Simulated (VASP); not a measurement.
# ZnTe4Ru2 (I-4) in VASP: settings compared

Aim: see how the results for ZnTe4Ru2 move with the level of theory and the settings. Levels: PBE, PBEsol. Tasks: single point.

Everything below comes from runs of VASP 6.6.1. Logs are shortened: lines on timing, memory, paths and dates and some standing lists are left out, and cuts for length are marked.

## Step 1: The cell of the first run

It takes space group I-4 (No. 82, tetragonal). The conventional cell has a = 5.960 Å, b = 5.960 Å, c = 11.354 Å, α = 90.00°, β = 90.00°, γ = 90.00°. Within 3.3 Å of Ru (site symmetry -4) lie 4 Te at 2.54 Å. Within 3.4 Å of Ru (site symmetry -4) lie 4 Te at 2.55 Å. Zn (site symmetry -4) has 4 Te at 2.70 Å within 3.6 Å. Within 3.3 Å of Te (site symmetry 1) lie 2 Ru at 2.54 to 2.55 Å and 1 Zn at 2.70 Å.

## Step 2: Single point, PBE

Input file INCAR:

```
PREC     = Accurate       # precision mode
ENCUT    = 520            # plane-wave cutoff, eV
EDIFF    = 1E-6           # SCF threshold, eV
ISMEAR   = 0              # smearing method
SIGMA    = 0.1329         # smearing width, eV
LREAL    = False          # projectors in reciprocal space
LASPH    = True           # aspherical terms in the spheres
NELM     = 60             # most SCF steps
ALGO     = Normal         # electronic algorithm
ISIF     = 2              # what is computed and relaxed
LWAVE    = False          # write WAVECAR
LCHARG   = False          # write CHGCAR
GGA      = PE             # functional
NBANDS   = 41             # bands
```

Input file KPOINTS:

```
regular mesh
0
Gamma
  4 4 4
```

Input file POSCAR:

```
ZnTe4Ru2
1.0
    0.0000000000      5.9601371886      0.0000000000
    5.9601371886      0.0000000000      0.0000000000
    2.9800685943      2.9800685943     -5.6768338960
Ru Zn Te
2 1 4
Direct
    0.5000000000      0.5000000000      0.0000000000
    0.7500000000      0.2500000000      0.5000000000
    0.0000000000      0.0000000000      0.0000000000
    0.3886277337      0.4096384296      0.7263140031
    0.5903615704      0.1149417368      0.2736859969
    0.8850582632      0.8640475673      0.7263140031
    0.1359524327      0.6113722663      0.2736859969
```

Potentials or basis: VASP PAW PBE potentials, release 64 (Ru_pv, Zn, Te).

Command:

```console
> cat potpaw_PBE.64/Ru_pv/POTCAR potpaw_PBE.64/Zn/POTCAR potpaw_PBE.64/Te/POTCAR > POTCAR
> mpirun -np 1 vasp_std > vasp.out
```

OUTCAR:

```text
PREC = Accurate
   ENCUT = 520
   EDIFF = 1E-6
   ISMEAR = 0
   LREAL = False
   LASPH = True
   NELM = 60
   ISIF = 2
   GGA = PE

 ion  position               nearest neighbor table
   1  0.500  0.500  0.000-   4 2.54   5 2.54   6 2.54   7 2.54
   2  0.750  0.250  0.500-   4 2.55   5 2.55   6 2.55   7 2.55
   3  0.000  0.000  0.000-   4 2.70   5 2.70   6 2.70   7 2.70
   4  0.389  0.410  0.726-   1 2.54   2 2.55   3 2.70
   5  0.590  0.115  0.274-   1 2.54   2 2.55   3 2.70
   6  0.885  0.864  0.726-   1 2.54   2 2.55   3 2.70
   7  0.136  0.611  0.274-   1 2.54   2 2.55   3 2.70

  LATTYP: Found a body centered tetragonal cell.
 ALAT       =     5.9601371886
 C/A-ratio  =     1.9049339693

  Lattice vectors:

 A1 = (  -2.9800685943,   2.9800685943,   5.6768338960)
 A2 = (   2.9800685943,  -2.9800685943,   5.6768338960)
 A3 = (   2.9800685943,   2.9800685943,  -5.6768338960)

Analysis of symmetry for initial positions (statically):
=====================================================================
 Subroutine PRICEL returns:
 Original cell was already a primitive cell.

 Routine SETGRP: Setting up the symmetry group for a
 body centered tetragonal supercell.

 Subroutine GETGRP returns: Found  4 space group operations
 (whereof  4 operations were pure point group operations)
 out of a pool of 16 trial point group operations.

The static configuration has the point symmetry S_4 .

Analysis of symmetry for dynamics (positions and initial velocities):
=====================================================================
 Subroutine PRICEL returns:
 Original cell was already a primitive cell.

 Routine SETGRP: Setting up the symmetry group for a
 body centered tetragonal supercell.

 Subroutine GETGRP returns: Found  4 space group operations
 (whereof  4 operations were pure point group operations)
 out of a pool of 16 trial point group operations.

The dynamic configuration has the point symmetry S_4 .

 Subroutine INISYM returns: Found  4 space group operations
 (whereof  4 operations are pure point group operations),
 and found     1 'primitive' translations

----------------------------------------------------------------------------------------

                                     Primitive cell

  volume of cell :     201.6595

  direct lattice vectors                    reciprocal lattice vectors
     0.000000000  5.960137189  0.000000000     0.000000000  0.167781373  0.088077264
     5.960137189  0.000000000  0.000000000     0.167781373  0.000000000  0.088077264
     2.980068594  2.980068594 -5.676833896     0.000000000  0.000000000 -0.176154529

  length of vectors
     5.960137189  5.960137189  7.070223528     0.189494574  0.189494574  0.176154529

  position of ions in fractional coordinates (direct lattice)
     0.500000000  0.500000000  0.000000000
     0.750000000  0.250000000  0.500000000
     0.000000000  0.000000000  0.000000000
     0.388627734  0.409638430  0.726314003
     0.590361570  0.114941737  0.273685997
     0.885058263  0.864047567  0.726314003
     0.135952433  0.611372266  0.273685997

  ion indices of the primitive-cell ions
   primitive index   ion index
                 1           1
                 2           2
                 3           3
                 4           4
                 5           5
                 6           6
                 7           7

----------------------------------------------------------------------------------------

 KPOINTS: regular mesh

Automatic generation of k-mesh.
 Grid dimensions read from file:
 generate k-points for:    4    4    4

 Generating k-lattice:

  Cartesian coordinates                     Fractional coordinates (reciprocal lattice)
     0.000000000  0.041945343  0.022019316     0.250000000  0.000000000  0.000000000
     0.041945343  0.000000000  0.022019316     0.000000000  0.250000000  0.000000000
     0.000000000  0.000000000 -0.044038632     0.000000000  0.000000000  0.250000000

  Length of vectors
     0.047373644  0.047373644  0.044038632

  Shift w.r.t. Gamma in fractional coordinates (k-lattice)
     0.000000000  0.000000000  0.000000000

 Subroutine IBZKPT returns following result:
 ===========================================

 Found     14 irreducible k-points:

 Following reciprocal coordinates:
            Coordinates               Weight
  0.000000  0.000000  0.000000      1.000000
  0.250000  0.000000  0.000000      8.000000
  0.500000  0.000000  0.000000      4.000000
  0.250000  0.250000  0.000000      8.000000
  0.500000  0.250000  0.000000      8.000000
 -0.250000  0.500000  0.000000      8.000000
 -0.250000  0.250000  0.000000      4.000000
  0.500000  0.500000  0.000000      2.000000
  0.000000  0.000000  0.250000      2.000000
  0.500000  0.000000  0.250000      4.000000
 -0.250000  0.000000  0.250000      8.000000
  0.500000  0.500000  0.250000      2.000000
 -0.250000 -0.250000  0.250000      4.000000
  0.000000  0.000000  0.500000      1.000000
   k-points           NKPTS =     14   k-points in BZ     NKDIM =     14   number of bands    NBANDS=     41
   number of dos      NEDOS =    301   number of ions     NIONS =      7
   total plane-waves  NPLWV = 124416
   dimension x,y,z NGX =    48 NGY =   48 NGZ =   54
   dimension x,y,z NGXF=    96 NGYF=   96 NGZF=  108
   ions per type =               2   1   4
   NGX,Y,Z   is equivalent  to a cutoff of  13.39, 13.39, 12.70 a.u.
   NGXF,Y,Z  is equivalent  to a cutoff of  26.78, 26.78, 25.39 a.u.
 SYSTEM =  unknown system
   PREC   = accura    normal or accurate (medium, high low for compatibility)
   ISTART =      0    job   : 0-new  1-cont  2-samecut
   ICHARG =      2    charge: 1-file 2-atom 10-const
   ISPIN  =      1    spin polarized calculation?
   LNONCOLLINEAR =      F non collinear calculations
   LSORBIT =      F    spin-orbit coupling
   LASPH  =      T    aspherical Exc in radial PAW
   ENCUT  =  520.0 eV  38.22 Ry    6.18 a.u.  11.08 11.08 13.15*2*pi/ulx,y,z
   NELM   =     60;   NELMIN=  2; NELMDL= -5     # of ELM steps
   EDIFF  = 0.1E-05   stopping-criterion for ELM
   LREAL  =      F    real-space projection
   EDIFFG = 0.1E-04   stopping-criterion for IOM
   NSW    =      0    number of steps for IOM
   IBRION =     -1    ionic relax: 0-MD 1-quasi-New 2-CG
   NFREE  =      0    steps in history (QN), initial steepest desc. (CG)
   ISIF   =      2    stress and relaxation
   ISYM   =      2    0-nonsym 1-usesym 2-fastsym
   POTIM  = 0.5000    time-step for ionic-motion
   TEBEG  =    0.0;   TEEND  =   0.0 temperature during run
   PSTRESS=    0.0 pullay stress
   NELECT =      64.0000    total number of electrons
   NUPDOWN=      -1.0000    fix difference up-down
   EMIN   =  10.00;   EMAX   =-10.00  energy-range for DOS
   EFERMI =   0.00;   METHOD = LEGACY
   ISMEAR =     0;   SIGMA  =   0.13  broadening in eV -4-tet -1-fermi 0-gaus
   EFERMI_NEDOS =   21; number of points for ismear=-14 and -15
   IALGO  =     38    algorithm
   IMIX   =      4    mixing-type and parameters
     AMIX     =   0.40;   BMIX     =  1.00
     AMIX_MAG =   1.60;   BMIX_MAG =  1.00
  volume/ion in A,a.u.               =      28.81       194.41
  Fermi-wavevector in a.u.,A,eV,Ry     =   1.116680  2.110218 16.966103  1.246973
  Thomas-Fermi vector in A             =   2.253296
   LORBIT       =      0    0 simple, 1 ext, 2 COOP (PROOUT), +10 PAW based schemes
   GGA     = PE    functional components
   LHFCALC =     F    Hartree Fock is set to
   AEXX    =    0.0000 exact exchange contribution
   IVDW    =     0    specifies the selected vdW correction
   LEPSILON=     F    determine dielectric tensor
   LRPA    =     F    only Hartree local field effects (RPA)
 non-spin polarized calculation
 Gauss-broadening in eV      SIGMA  =   0.13
  energy-cutoff  :      520.00
  volume of cell :      201.66
 maximum number of plane-waves:      5452
 NGX is ok and might be reduce to    48
   NGX = 23   NGY = 23   NGZ = 27

 number of electron      64.0000018 magnetization

 Free energy of the ion-electron system (eV)
  ---------------------------------------------------
  ext. energy  EPLUGINS =         0.00000000
  ---------------------------------------------------
  free energy    TOTEN  =       -31.33112454 eV

  energy without entropy =      -31.28360700  energy(sigma->0) =      -31.30736577

 E-fermi :   5.2311     XC(G=0):  -9.4089

 val. band max:        5.2271078981   @ k =  -0.2500  -0.2500   0.2500
 cond. band min:       5.2732973126   @ k =   0.0000   0.0000   0.2500
 fundamental gap:      0.0461894145
 Fermi energy:         5.2311494141

 k-point     1 :       0.0000    0.0000    0.0000
  band No.  band energies     occupation
      1     -37.0655      2.00000
      2     -37.0655      2.00000
      3     -37.0608      2.00000
      4     -37.0608      2.00000
      5     -37.0343      2.00000
      6     -36.9499      2.00000
[... 33 lines left out ...]
     40       9.5792      0.00000
     41      10.7351      0.00000

 k-point     2 :       0.2500    0.0000    0.0000
  band No.  band energies     occupation
      1     -37.0656      2.00000
      2     -37.0649      2.00000
      3     -37.0615      2.00000
      4     -37.0607      2.00000
      5     -37.0341      2.00000
      6     -36.9499      2.00000
[... 33 lines left out ...]
     40      10.0066      0.00000
     41      10.1218      0.00000

 k-point     3 :       0.5000    0.0000    0.0000
  band No.  band energies     occupation
      1     -37.0657      2.00000
      2     -37.0638      2.00000
      3     -37.0628      2.00000
      4     -37.0606      2.00000
      5     -37.0340      2.00000
      6     -36.9499      2.00000
[... 33 lines left out ...]
     40      10.1775      0.00000
     41      10.9738      0.00000

 k-point     4 :       0.2500    0.2500    0.0000
  band No.  band energies     occupation
      1     -37.0651      2.00000
      2     -37.0650      2.00000
      3     -37.0615      2.00000
      4     -37.0613      2.00000
      5     -37.0340      2.00000
      6     -36.9499      2.00000
[... 385 lines left out ...]
     40      10.2442      0.00000
     41      10.6039      0.00000

 k-point    13 :      -0.2500   -0.2500    0.2500
  band No.  band energies     occupation
      1     -37.0652      2.00000
      2     -37.0651      2.00000
      3     -37.0613      2.00000
      4     -37.0612      2.00000
      5     -37.0339      2.00000
      6     -36.9500      2.00000
[... 33 lines left out ...]
     40       9.9330      0.00000
     41      10.1430      0.00000

 k-point    14 :       0.0000    0.0000    0.5000
  band No.  band energies     occupation
      1     -37.0659      2.00000
      2     -37.0659      2.00000
      3     -37.0604      2.00000
      4     -37.0604      2.00000
      5     -37.0341      2.00000
      6     -36.9500      2.00000
[... 33 lines left out ...]
     40       9.2448      0.00000
     41       9.2448      0.00000

------------------------ aborting loop because EDIFF is reached ----------------------------------------

  FORCE on cell =-STRESS in cart. coord.  units (eV):
  Direction    XX          YY          ZZ          XY          YZ          ZX
  --------------------------------------------------------------------------------------
  -------------------------------------------------------------------------------------
  Total       -0.1096399     -0.1096399     -0.1093456      0.0000007      0.0000000      0.0000000
  in kB       -0.8710853     -0.8710853     -0.8687467      0.0000057      0.0000000      0.0000000
  external PRESSURE =      -0.8703058 kB  Pullay stress =       0.0000000 kB

 VOLUME and BASIS-vectors are now :
 -----------------------------------------------------------------------------
  energy-cutoff  :      520.00
  volume of cell :      201.66
      direct lattice vectors                 reciprocal lattice vectors
     0.000000000  5.960137189  0.000000000     0.000000000  0.167781373  0.088077264
     5.960137189  0.000000000  0.000000000     0.167781373  0.000000000  0.088077264
     2.980068594  2.980068594 -5.676833896     0.000000000  0.000000000 -0.176154529

 POSITION                                       TOTAL-FORCE (eV/Angst)
 -----------------------------------------------------------------------------------
      2.98007      2.98007      0.00000         0.000000      0.000000      0.000000
      2.98007      5.96014     -2.83842         0.000000      0.000000      0.000000
      0.00000      0.00000      0.00000         0.000000      0.000000      0.000000
      4.60597      4.48074     -4.12316         0.003628      0.029603      0.010410
      1.50067      4.33424     -1.55367         0.029603     -0.003628     -0.010410
      7.31431      7.43953     -4.12316        -0.003628     -0.029603      0.010410
      4.45947      1.62590     -1.55367        -0.029603      0.003628     -0.010410
 -----------------------------------------------------------------------------------
    total drift:                               -0.000002     -0.000002      0.000005

  FREE ENERGIE OF THE ION-ELECTRON SYSTEM (eV)
  ---------------------------------------------------
  free  energy   TOTEN  =       -31.3311245390 eV

  energy  without entropy=      -31.2836069975  energy(sigma->0) =      -31.30736577
```

Run time: 2 min. Hardware: 1 thread of Intel Xeon Platinum 8488C (Sapphire Rapids), shared host; peak memory 0.42 GiB.

What came out:

* Free energy: -31.3311 eV
* Pressure: -0.1 GPa
* Largest force: 0.032 eV/Å
* Band gap on the k mesh: zero (bands 32 and 33 overlap by 0.76 eV)

Forces on the atoms (eV/Å):
```
Ru   0.000  0.000  0.000
Ru   0.000  0.000  0.000
Zn   0.000  0.000  0.000
Te   0.004  0.030  0.010
Te   0.030 -0.004 -0.010
Te  -0.004 -0.030  0.010
Te  -0.030  0.004 -0.010
```

Levels at points of the mesh, in eV from the Fermi level:
| k point | band 29 | band 30 | band 31 | band 32 | band 33 | band 34 | band 35 | band 36 |
| --- | --- | --- | --- | --- | --- | --- | --- | --- |
| (0.00, 0.00, 0.00) | -1.43 | -0.94 | -0.66 | -0.66 | -0.50 | -0.06 | 2.32 | 2.32 |
| (0.50, 0.00, 0.00) | -1.17 | -0.77 | -0.57 | -0.25 | 0.32 | 0.44 | 0.70 | 1.02 |
| (0.50, 0.50, 0.00) | -1.18 | -0.66 | -0.20 | 0.27 | 0.39 | 1.22 | 1.30 | 1.40 |
| (0.00, 0.00, 0.50) | -1.23 | -1.15 | -0.95 | 0.26 | 0.26 | 0.72 | 0.85 | 0.85 |

Caveat: spin-orbit coupling is left out, which moves the levels of the heavy elements.

## Step 3: Single point, PBE

Input file INCAR:

```
SYSTEM = ZnTe4Ru2
PREC = Accurate ; ENCUT = 520
EDIFF = 1E-6 ; ISMEAR = 0
SIGMA = 0.05 ; LREAL = .FALSE.
LASPH = .TRUE. ; NELM = 80
ALGO = Normal ; ISIF = 2
LWAVE = .FALSE. ; LCHARG = .FALSE.
GGA = PE ; NBANDS = 41
```

Input file KPOINTS:

```
Automatic mesh
0
G
  4 4 4
  0 0 0
```

Input file POSCAR:

```
ZnTe4Ru2
1.0
    0.0000000000      5.9611768952      0.0000000000
    5.9611768952      0.0000000000      0.0000000000
    2.9805884476      2.9805884476     -5.6721024016
Ru Zn Te
2 1 4
Direct
    0.5000000000      0.5000000000      0.0000000000
    0.7500000000      0.2500000000      0.5000000000
    0.0000000000      0.0000000000      0.0000000000
    0.3886556680      0.4095256857      0.7264407952
    0.5904743143      0.1150964632      0.2735592048
    0.8849035368      0.8640335191      0.7264407952
    0.1359664809      0.6113443320      0.2735592048
```

Potentials or basis: VASP PAW PBE potentials, release 64 (Ru_pv, Zn, Te).

Command:

```console
> cat potpaw_PBE.64/Ru_pv/POTCAR potpaw_PBE.64/Zn/POTCAR potpaw_PBE.64/Te/POTCAR > POTCAR
> mpirun -np 1 vasp_std > vasp.out
```

Run time: 2 min. Hardware: 1 thread of Intel Xeon Platinum 8488C (Sapphire Rapids), shared host; peak memory 0.42 GiB.

It converged, with:

```yaml
Free_energy: -31.3127 eV
Pressure: -0.1 GPa
Largest_force: 0.030 eV/Å
Band_gap_on_the_k_mesh: zero (bands 32 and 33 overlap by 0.76 eV)
```

Forces in eV/Å, atoms in the order of the input:
```
Ru   0.000  0.000  0.000
Ru   0.000  0.000  0.000
Zn   0.000  0.000  0.000
Te   0.004  0.027  0.010
Te   0.027 -0.004 -0.010
Te  -0.004 -0.027  0.010
Te  -0.027  0.004 -0.010
```

Levels at points of the mesh, in eV from the Fermi level:
| k point | band 30 | band 31 | band 32 | band 33 | band 34 | band 35 |
| --- | --- | --- | --- | --- | --- | --- |
| (0.00, 0.00, 0.00) | -0.96 | -0.69 | -0.69 | -0.52 | -0.08 | 2.30 |
| (0.50, 0.00, 0.00) | -0.80 | -0.59 | -0.27 | 0.30 | 0.41 | 0.68 |
| (0.50, 0.50, 0.00) | -0.69 | -0.22 | 0.24 | 0.37 | 1.20 | 1.27 |
| (0.00, 0.00, 0.50) | -1.18 | -0.98 | 0.23 | 0.23 | 0.70 | 0.83 |

Caveat: spin-orbit coupling is left out, which moves the levels of the heavy elements.

(Continued in part 2 of 2.)
